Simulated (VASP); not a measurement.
# TiAl16N16 (a cell with a defect) in VASP: a series of runs

The runs below take TiAl16N16 (a cell with a defect) through single point, with PBE.

Program: VASP 6.6.1. These are calculated values, not measurements. Logs are shortened: lines on timing, memory, paths and dates and some standing lists are left out, and cuts for length are marked.

## (1) The cell of the first run

The cell holds a defect, 33 atoms: a = 6.260 Å, b = 6.260 Å, c = 10.035 Å, α = 90.00°, β = 90.00°, γ = 120.00°.

## (2) Single point, PBE

Input file INCAR:

```
ALGO = Normal ; EDIFF = 1E-6
ENCUT = 520 ; GGA = PE
GGA_COMPAT = False ; ISIF = 2
ISMEAR = -1 ; LASPH = True
LCHARG = True ; LELF = True
LREAL = Auto ; LVHAR = True
LWAVE = False ; NBANDS = 92
NELM = 120 ; PREC = Accurate
SIGMA = 0.01
```

Input file KPOINTS:

```
k-points
0
Gamma
  1 1 1
```

Input file POSCAR:

```
TiAl16N16
1.0
    6.2595139100      0.0000000600      0.0000000000
   -3.1297570100      5.4208980300      0.0000000000
    0.0000000000      0.0000000000     10.0348065900
Al N Ti
16 16 1
Direct
    0.4135194857      0.1952717002      0.2554664085
    0.1596654754      0.3286898187      0.5019220804
    0.3300927389      0.1657924527      0.7460466660
    0.1664337413      0.3254250459      0.9987204945
    0.3362126662      0.6600646166      0.2588767384
    0.1648717242      0.8274999761      0.5096106192
    0.3311165444      0.6621841917      0.7536765091
    0.1752787378      0.8377307532      1.0011175512
    0.8060587452      0.1852932754      0.2435738027
    0.6537806678      0.3374815299      0.4903895213
    0.8324180478      0.1675722260      0.7445582466
    0.6759345139      0.3399565809      0.9724891967
    0.7230914001      0.5884104329      0.2622948411
    0.6555279884      0.8414162996      0.5058173224
    0.8352257647      0.6748400227      0.7465785148
    0.6725790453      0.8349647853      0.9975062210
    0.3115678833      0.1489120395      0.4446375682
    0.1592281610      0.3126172049      0.2008787097
    0.3365788809      0.1673619343      0.9353855419
    0.1635937446      0.3317533332      0.6920943556
    0.3236362145      0.6598762716      0.4511344548
    0.2102246702      0.8622331506      0.1979871742
    0.3355230995      0.6608591344      0.9477384456
    0.1684578128      0.8305136833      0.6975141910
    0.8300376021      0.1696770434      0.4373061863
    0.6963078581      0.3521307628      0.1501047366
    0.8376282510      0.1631681586      0.9334979121
    0.6658271712      0.3397012727      0.6880315966
    0.8388624426      0.6943002670      0.4448936768
    0.6679965563      0.8396149374      0.1996066374
    0.8446496353      0.6798240677      0.9353158843
    0.6608453938      0.8349839704      0.6937935413
    0.0107533406     -0.0222743538      0.3005777912
```

Potentials or basis: VASP PAW PBE potentials, release 64 (Al, N, Ti_sv).

The run is started by

```sh
cat potpaw_PBE.64/Al/POTCAR potpaw_PBE.64/N/POTCAR potpaw_PBE.64/Ti_sv/POTCAR > POTCAR
mpirun -np 1 vasp_gam > vasp.out
```

OUTCAR:

```text
EDIFF = 1E-6
   ENCUT = 520
   GGA = PE
   ISIF = 2
   ISMEAR = -1
   LASPH = True
   LREAL = Auto
   NELM = 120
   PREC = Accurate

 ion  position               nearest neighbor table
   1  0.414  0.195  0.255-  26 1.86  22 1.91  17 1.98  18 2.13  33 2.23  13 2.25   9 2.49  10 2.70
                             5 3.14  12 3.18   5 3.18   8 3.23   6 3.26   2 3.27   4 3.31
   2  0.160  0.329  0.502-  21 1.87  17 1.89  25 1.90  20 1.91  33 2.78  11 3.01   5 3.03   3 3.04
                            10 3.07  14 3.10   7 3.11   6 3.11   6 3.15  14 3.16  10 3.20   9 3.23
   3  0.330  0.166  0.746-  20 1.88  24 1.88  19 1.90  28 1.91  12 2.95   6 3.00   2 3.04   4 3.08
                            15 3.09   7 3.10  10 3.11   8 3.12  11 3.12  11 3.14   7 3.16  15 3.17
   4  0.166  0.325  0.999-  23 1.89  19 1.89  27 1.90  18 2.03   7 3.06  16 3.08   8 3.08   3 3.08
                            12 3.13  11 3.13   9 3.15  12 3.16  16 3.18   5 3.18   8 3.18   1 3.31
   5  0.336  0.660  0.259-  22 1.90  30 1.90  21 1.93  18 1.97  13 2.67  14 3.03   2 3.03   6 3.12
                             9 3.13   1 3.14   9 3.16   8 3.17   4 3.18   1 3.18  16 3.19
   6  0.165  0.827  0.510-  17 1.86  21 1.86  24 1.89  29 1.89  33 2.67  15 2.98   3 3.00  14 3.03
                             7 3.04   2 3.11   5 3.12  10 3.13  10 3.14   2 3.15  14 3.23   1 3.26
   7  0.331  0.662  0.754-  24 1.88  32 1.89  20 1.89  23 1.95   6 3.04  14 3.05   4 3.06   8 3.07
                            16 3.07   3 3.10   2 3.11  11 3.11  15 3.12  15 3.15  11 3.15   3 3.16
   8  0.175  0.838  0.001-  19 1.90  23 1.91  31 1.91  22 1.99   7 3.07   4 3.08   3 3.12  16 3.12
                            12 3.13  16 3.14  15 3.15  12 3.15   5 3.17   4 3.18   1 3.23
   9  0.806  0.185  0.244-  26 1.78  30 1.94  25 1.96  18 1.99  33 2.31   1 2.49  13 2.83  10 2.98
[... 19 lines left out ...]
  21  0.324  0.660  0.451-   6 1.86   2 1.87  14 1.88   5 1.93
  22  0.210  0.862  0.198-   5 1.90   1 1.91   8 1.99  33 2.01
  23  0.336  0.661  0.948-   4 1.89  16 1.89   8 1.91   7 1.95
  24  0.168  0.831  0.698-  15 1.87   7 1.88   3 1.88   6 1.89
  25  0.830  0.170  0.437-   2 1.90  14 1.91  10 1.94   9 1.96
  26  0.696  0.352  0.150-   9 1.78  12 1.79  13 1.80   1 1.86
  27  0.838  0.163  0.933-  12 1.88  16 1.89  11 1.90   4 1.90
  28  0.666  0.340  0.688-  15 1.91   3 1.91  11 1.92  10 1.98
  29  0.839  0.694  0.445-   6 1.89  14 1.90  13 1.96  10 1.99  33 2.12
  30  0.668  0.840  0.200-  13 1.88   5 1.90   9 1.94  16 2.03  33 2.13
  31  0.845  0.680  0.935-  12 1.88  16 1.88  15 1.89   8 1.91
  32  0.661  0.835  0.694-  11 1.87   7 1.89  14 1.89  15 1.89
  33  0.011  0.978  0.301-  22 2.01  18 2.08  29 2.12  30 2.13  17 2.18  13 2.22   1 2.23   9 2.31
                             6 2.67   2 2.78  14 2.83

  LATTYP: Found a hexagonal cell.
 ALAT       =     6.2595139100
 C/A-ratio  =     1.6031287308

  Lattice vectors:

 A1 = (   6.2595139100,   0.0000000600,   0.0000000000)
 A2 = (  -3.1297570100,   5.4208980300,   0.0000000000)
 A3 = (   0.0000000000,   0.0000000000,  10.0348065900)

Analysis of symmetry for initial positions (statically):
=====================================================================
 Subroutine PRICEL returns:
 Original cell was already a primitive cell.

 Routine SETGRP: Setting up the symmetry group for a
 hexagonal supercell.

 Subroutine GETGRP returns: Found  1 space group operations
 (whereof  1 operations were pure point group operations)
 out of a pool of 24 trial point group operations.

The static configuration has the point symmetry C_1 .

Analysis of symmetry for dynamics (positions and initial velocities):
=====================================================================
 Subroutine PRICEL returns:
 Original cell was already a primitive cell.

 Routine SETGRP: Setting up the symmetry group for a
 hexagonal supercell.

 Subroutine GETGRP returns: Found  1 space group operations
 (whereof  1 operations were pure point group operations)
 out of a pool of 24 trial point group operations.

The dynamic configuration has the point symmetry C_1 .

 Subroutine INISYM returns: Found  1 space group operations
 (whereof  1 operations are pure point group operations),
 and found     1 'primitive' translations

----------------------------------------------------------------------------------------

                                     Primitive cell

  volume of cell :     340.5029

  direct lattice vectors                    reciprocal lattice vectors
     6.259513910  0.000000060  0.000000000     0.159756813  0.092235641  0.000000000
[... 48 lines left out ...]
                 6           6
[... 25 lines left out ...]
                32          32
                33          33

----------------------------------------------------------------------------------------

 KPOINTS: k-points

Automatic generation of k-mesh.
 Grid dimensions read from file:
 generate k-points for:    1    1    1

 Generating k-lattice:

  Cartesian coordinates                     Fractional coordinates (reciprocal lattice)
     0.159756813  0.092235641  0.000000000     1.000000000  0.000000000  0.000000000
    -0.000000002  0.184471279  0.000000000     0.000000000  1.000000000  0.000000000
     0.000000000  0.000000000  0.099653141     0.000000000  0.000000000  1.000000000

  Length of vectors
     0.184471279  0.184471279  0.099653141

  Shift w.r.t. Gamma in fractional coordinates (k-lattice)
     0.000000000  0.000000000  0.000000000

 Subroutine IBZKPT returns following result:
 ===========================================

 Found      1 irreducible k-points:

 Following reciprocal coordinates:
            Coordinates               Weight
  0.000000  0.000000  0.000000      1.000000
   k-points           NKPTS =      1   k-points in BZ     NKDIM =      1   number of bands    NBANDS=     92
   number of dos      NEDOS =    301   number of ions     NIONS =     33
   total plane-waves  NPLWV = 184320
   dimension x,y,z NGX =    48 NGY =   48 NGZ =   80
   dimension x,y,z NGXF=    96 NGYF=   96 NGZF=  160
   ions per type =              16  16   1
   NGX,Y,Z   is equivalent  to a cutoff of  12.75, 12.75, 13.25 a.u.
   NGXF,Y,Z  is equivalent  to a cutoff of  25.50, 25.50, 26.51 a.u.
 SYSTEM =  unknown system
   PREC   = accura    normal or accurate (medium, high low for compatibility)
   ISTART =      0    job   : 0-new  1-cont  2-samecut
   ICHARG =      2    charge: 1-file 2-atom 10-const
   ISPIN  =      1    spin polarized calculation?
   LNONCOLLINEAR =      F non collinear calculations
   LSORBIT =      F    spin-orbit coupling
   LASPH  =      T    aspherical Exc in radial PAW
   ENCUT  =  520.0 eV  38.22 Ry    6.18 a.u.  11.64 11.64 18.66*2*pi/ulx,y,z
   NELM   =    120;   NELMIN=  2; NELMDL= -5     # of ELM steps
   EDIFF  = 0.1E-05   stopping-criterion for ELM
   LREAL  =      T    real-space projection
   EDIFFG = 0.1E-04   stopping-criterion for IOM
   NSW    =      0    number of steps for IOM
   IBRION =     -1    ionic relax: 0-MD 1-quasi-New 2-CG
   NFREE  =      0    steps in history (QN), initial steepest desc. (CG)
   ISIF   =      2    stress and relaxation
   ISYM   =      2    0-nonsym 1-usesym 2-fastsym
   POTIM  = 0.5000    time-step for ionic-motion
   TEBEG  =    0.0;   TEEND  =   0.0 temperature during run
   PSTRESS=    0.0 pullay stress
   NELECT =     140.0000    total number of electrons
   NUPDOWN=      -1.0000    fix difference up-down
   EMIN   =  10.00;   EMAX   =-10.00  energy-range for DOS
   EFERMI =   0.00;   METHOD = LEGACY
   ISMEAR =    -1;   SIGMA  =   0.01  broadening in eV -4-tet -1-fermi 0-gaus
   EFERMI_NEDOS =   21; number of points for ismear=-14 and -15
   IALGO  =     38    algorithm
   IMIX   =      4    mixing-type and parameters
     AMIX     =   0.40;   BMIX     =  1.00
     AMIX_MAG =   1.60;   BMIX_MAG =  1.00
  volume/ion in A,a.u.               =      10.32        69.63
  Fermi-wavevector in a.u.,A,eV,Ry     =   1.217336  2.300432 20.162576  1.481908
  Thomas-Fermi vector in A             =   2.352660
   LORBIT       =      0    0 simple, 1 ext, 2 COOP (PROOUT), +10 PAW based schemes
   GGA     = PE    functional components
   LHFCALC =     F    Hartree Fock is set to
   AEXX    =    0.0000 exact exchange contribution
   IVDW    =     0    specifies the selected vdW correction
   LEPSILON=     F    determine dielectric tensor
   LRPA    =     F    only Hartree local field effects (RPA)
 non-spin polarized calculation
  energy-cutoff  :      520.00
  volume of cell :      340.50
 maximum number of plane-waves:      4582
 NGX is ok and might be reduce to    48
   NGX = 23   NGY = 23   NGZ = 37

 number of electron     140.0000003 magnetization

 Free energy of the ion-electron system (eV)
  ---------------------------------------------------
  ext. energy  EPLUGINS =         0.00000000
  ---------------------------------------------------
  free energy    TOTEN  =      -228.05906220 eV

  energy without entropy =     -228.05906220  energy(sigma->0) =     -228.05906220

 E-fermi :   9.5771     XC(G=0): -11.0554

 val. band max:        9.3191526441   @ k =   0.0000   0.0000   0.0000
 cond. band min:       9.8363137431   @ k =   0.0000   0.0000   0.0000
 fundamental gap:      0.5171610990
 Fermi energy:         9.5771469474

 k-point     1 :       0.0000    0.0000    0.0000
  band No.  band energies     occupation
      1     -47.4086      2.00000
      2     -24.2825      2.00000
      3     -23.8132      2.00000
      4     -23.5857      2.00000
      5      -8.6282      2.00000
      6      -7.7555      2.00000
[... 74 lines left out ...]
     81      12.3580      0.00000
     82      12.4291      0.00000
 [bands above 82 left out]

------------------------ aborting loop because EDIFF is reached ----------------------------------------

  FORCE on cell =-STRESS in cart. coord.  units (eV):
  Direction    XX          YY          ZZ          XY          YZ          ZX
  --------------------------------------------------------------------------------------
  -------------------------------------------------------------------------------------
  Total       39.5812817     37.0345065     -6.2017306     11.2767699     -1.0386171     -3.5689836
  in kB      186.2428378    174.2594297    -29.1811649     53.0608798     -4.8870323    -16.7932316
  external PRESSURE =     110.4403675 kB  Pullay stress =       0.0000000 kB

 VOLUME and BASIS-vectors are now :
 -----------------------------------------------------------------------------
  energy-cutoff  :      520.00
  volume of cell :      340.50
      direct lattice vectors                 reciprocal lattice vectors
     6.259513910  0.000000060  0.000000000     0.159756813  0.092235641  0.000000000
    -3.129757010  5.420898030  0.000000000    -0.000000002  0.184471279  0.000000000
     0.000000000  0.000000000 10.034806590     0.000000000  0.000000000  0.099653141

 POSITION                                       TOTAL-FORCE (eV/Angst)
 -----------------------------------------------------------------------------------
      1.97728      1.05855      2.56356         0.164396     -0.202615     -0.390763
     -0.02929      1.78179      5.03669         0.075760      0.038240     -0.028492
      1.54733      0.89874      7.48643        -0.021728     -0.013879      0.006952
      0.02329      1.76410     10.02197         0.040427      0.087759      0.103174
      0.03869      3.57814      2.59778        -0.133585      0.234207     -0.069803
     -1.55786      4.48579      5.11384         0.028684     -0.019089     -0.076505
[... 25 lines left out ...]
      1.52327      4.52636      6.96208        -0.025394     -0.011512     -0.013486
     -2.99273      5.30015      3.01624        -0.304123      0.275094      2.158179
 -----------------------------------------------------------------------------------
    total drift:                               -0.009449     -0.009218     -0.003950

  FREE ENERGIE OF THE ION-ELECTRON SYSTEM (eV)
  ---------------------------------------------------
  free  energy   TOTEN  =      -228.0590621999 eV

  energy  without entropy=     -228.0590621999  energy(sigma->0) =     -228.05906220
```

It took 97 s on 1 thread of Intel Xeon Platinum 8259CL at 2.50GHz (Skylake/Cascade Lake), shared host; peak memory 0.41 GiB.

Results:

```
Free energy   : -228.0591 eV
Pressure      : 11.0 GPa
Largest force : 2.197 eV/Å
```

Forces in eV/Å, atoms in the order of the input:
```
Al   0.164 -0.203 -0.391
Al   0.076  0.038 -0.028
Al  -0.022 -0.014  0.007
Al   0.040  0.088  0.103
Al  -0.134  0.234 -0.070
Al   0.029 -0.019 -0.077
Al  -0.035  0.005 -0.006
Al  -0.049 -0.011  0.226
Al  -0.102 -0.210 -0.164
Al   0.078 -0.122 -0.274
Al   0.060 -0.028 -0.010
Al   0.001  0.034 -0.158
Al   0.313  0.102 -0.483
Al  -0.059 -0.092  0.003
Al  -0.008  0.031 -0.075
Al  -0.082 -0.079  0.037
N    0.039  0.043 -0.317
N    0.148 -0.012  0.047
N   -0.035 -0.032  0.031
N    0.030  0.015 -0.013
N   -0.049 -0.018 -0.039
N   -0.462  0.121  0.104
N   -0.078  0.021  0.000
N   -0.033  0.033 -0.110
N    0.273 -0.135 -0.119
N    0.144  0.055 -0.320
N    0.072 -0.047  0.063
N    0.037 -0.035 -0.047
N   -0.051 -0.121 -0.104
N    0.047  0.001  0.101
N   -0.025  0.090 -0.062
N   -0.025 -0.012 -0.013
Ti  -0.304  0.275  2.158
```

Stress tensor (GPa, compression positive):
```
18.62  5.31 -1.68
 5.31 17.43 -0.49
-1.68 -0.49 -2.92
```

Levels at points of the mesh, in eV from the Fermi level:
```
           k point  band 66  band 67  band 68  band 69  band 70  band 71  band 72  band 73  band 74  band 75
(0.00, 0.00, 0.00)    -3.21    -3.02    -2.90    -0.90    -0.26     0.26     0.57     1.23     1.35     1.80
```

Caveat: the k points lie up to 1.16 Å⁻¹ apart, too coarse for converged energies, forces and pressures.

## (3) Single point, PBE

Input file INCAR:

```
SYSTEM = TiAl16N16
PREC = Accurate
ENCUT = 520
EDIFF = 1E-6
ISMEAR = -1
SIGMA = 0.01
LREAL = Auto
LASPH = .True.
NELM = 120
ALGO = Normal
ISIF = 2
LWAVE = .False.
LCHARG = .True.
GGA = PE
LELF = .True.
LVHAR = .True.
NBANDS = 92
GGA_COMPAT = .False.
```

Input file KPOINTS:

```
Automatic mesh
0
Gamma
  1 1 1
  0 0 0
```

Input file POSCAR:

```
TiAl16N16
1.0
    6.2595139100      0.0000000600      0.0000000000
   -3.1297570100      5.4208980300      0.0000000000
    0.0000000000      0.0000000000     10.0348065900
Al N Ti
16 16 1
Direct
    0.4091233907      0.2057701453      0.2668381275
    0.1546371284      0.3264110450      0.5015200796
    0.3307608337      0.1663515851      0.7444628786
    0.1616802565      0.3195439170      0.9942963933
    0.3362130057      0.6465664841      0.2601832907
    0.1633252539      0.8276999430      0.5105879176
    0.3323772305      0.6610270033      0.7524290511
    0.1778229017      0.8384276856      0.9928139532
    0.8184552800      0.1970907671      0.2475192698
    0.6538189059      0.3451736134      0.4977529916
    0.8307888193      0.1692889158      0.7437102981
    0.6748103875      0.3379700097      0.9766095552
    0.7040853012      0.5845494492      0.2772853642
    0.6617489256      0.8466333318      0.5041160440
    0.8350421142      0.6733183192      0.7474765889
    0.6794707045      0.8398202538      0.9956236735
    0.3101298968      0.1477742206      0.4539296258
    0.1516567482      0.3138385894      0.1978010221
    0.3397114442      0.1692455705      0.9331551053
    0.1613807883      0.3303282925      0.6910904498
    0.3264502300      0.6609157672      0.4511092426
    0.2313986797      0.8552776607      0.1931431346
    0.3386268892      0.6591747271      0.9461184842
    0.1687603560      0.8286553197      0.6999191202
    0.8200472490      0.1781534988      0.4398568084
    0.6875666081      0.3481218330      0.1593208584
    0.8353734005      0.1661414668      0.9303584395
    0.6652068167      0.3416601732      0.6879913368
    0.8448541780      0.7005638048      0.4474155989
    0.6644140942      0.8392620438      0.1939614862
    0.8433899420      0.6741478864      0.9361995088
    0.6630196123      0.8358199942      0.6929847564
    0.0162693160     -0.0402698962      0.2303561089
```

Potentials or basis: VASP PAW PBE potentials, release 64 (Al, N, Ti_sv).

The run is started by

```sh
cat potpaw_PBE.64/Al/POTCAR potpaw_PBE.64/N/POTCAR potpaw_PBE.64/Ti_sv/POTCAR > POTCAR
mpirun -np 1 vasp_gam > vasp.out
```

Run time: 1.8 min. Hardware: 1 thread of Intel Xeon Platinum 8259CL at 2.50GHz (Skylake/Cascade Lake), shared host; peak memory 0.4 GiB.

The run converged. Its results:

```yaml
Free_energy: -225.9825 eV
Pressure: 13.5 GPa
Largest_force: 0.065 eV/Å
```

Forces in eV/Å, atoms in the order of the input:
```
Al  -0.045 -0.046 -0.008
Al  -0.003  0.001  0.000
Al  -0.003  0.000  0.004
Al  -0.001  0.001  0.001
Al  -0.005  0.002 -0.003
Al   0.001 -0.007 -0.002
Al   0.000 -0.004  0.001
Al  -0.001  0.004  0.011
Al   0.040 -0.033  0.002
Al   0.004  0.000  0.004
Al  -0.002  0.002  0.000
Al   0.001  0.004  0.004
Al  -0.014  0.050 -0.004
Al  -0.002 -0.003 -0.003
Al   0.001  0.001  0.002
Al   0.010 -0.002  0.000
N    0.007  0.006  0.005
N    0.000  0.018 -0.006
N    0.006  0.003  0.002
N    0.000 -0.002  0.000
N   -0.003  0.001  0.001
N    0.049 -0.020 -0.017
N    0.001 -0.002  0.000
N   -0.001  0.000 -0.005
N   -0.003  0.005  0.002
N    0.010  0.006 -0.014
N   -0.002  0.001  0.006
N    0.002 -0.001  0.004
N    0.010 -0.010  0.010
N   -0.011  0.005 -0.003
N    0.000 -0.009  0.000
N    0.002  0.001 -0.001
Ti  -0.047  0.026  0.007
```

Stress tensor (GPa, compression positive):
```
19.41  5.53 -2.65
 5.53 19.75  0.51
-2.65  0.51  1.47
```

Levels at points of the mesh, in eV from the Fermi level:
```
           k point  band 68  band 69  band 70  band 71  band 72  band 73
(0.00, 0.00, 0.00)    -2.87    -0.87    -0.07     0.07     0.59     0.91
```

Caveat: the k points lie up to 1.16 Å⁻¹ apart, too coarse for converged energies, forces and pressures.

(Part 1 of 2 ends here.)
